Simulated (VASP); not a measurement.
A run of VASP 6.6.1 is set up as follows.

Contents of INCAR:

```
SYSTEM = MnS
  PREC = Accurate
  ENCUT = 520
  EDIFF = 1E-7
  ISMEAR = -1
  SIGMA = 0.1
  LREAL = .FALSE.
  LASPH = .TRUE.
  NELM = 150
  ALGO = Normal
  ISIF = 2
  LWAVE = .FALSE.
  LCHARG = .TRUE.
  ISPIN = 2
  MAGMOM = 4 0
  LORBIT = 11
  LMAXMIX = 4
  LDAU = .TRUE.
  LDAUTYPE = 2
  LDAUL = 2 -1
  LDAUU = 6 0
  LDAUJ = 0 0
  LDAUPRINT = 1
  GGA = RP
  LELF = .TRUE.
  LVHAR = .TRUE.
  NBANDS = 20
```

KPOINTS

```
regular mesh
0
G
  9 9 9
  0 0 0
```

Contents of POSCAR:

```
MnS
1.0
    0.0000000000      2.9287502085      2.9287502085
    2.9287502085      0.0000000000      2.9287502085
    2.9287502085      2.9287502085      0.0000000000
Mn S
1 1
Direct
    0.0000000000      0.0000000000      0.0000000000
    0.7500000000      0.7500000000      0.7500000000
```

Potentials or basis: VASP PAW PBE potentials, release 64 (Mn_pv, S).

Command:

```bash
$ cat potpaw_PBE.64/Mn_pv/POTCAR potpaw_PBE.64/S/POTCAR > POTCAR
$ mpirun -np 1 vasp_std > vasp.out
```

Q: Estimate the net moment.

A: 5.00 μB per cell.

Q: Estimate the pressure.

A: 0.0 GPa.

Q: Estimate the site moments.

A: Mn +4.69; S -0.02 μB.

Q: Estimate the band gap on the k mesh.

A: 1.54 eV.

Eigenvalues of the final occupation matrices:
```
    site  spin  trace               eigenvalues
site 1 d     1   4.73  0.94 0.94 0.95 0.95 0.95
site 1 d     2   0.13  0.01 0.01 0.04 0.04 0.04
```

Caveat: the PAW data sets were made with another functional, which shifts forces and pressure a little; a cell with one magnetic atom can't hold antiferromagnetic order, which such compounds often take. The state reached can hang on the start; a lower one may exist.
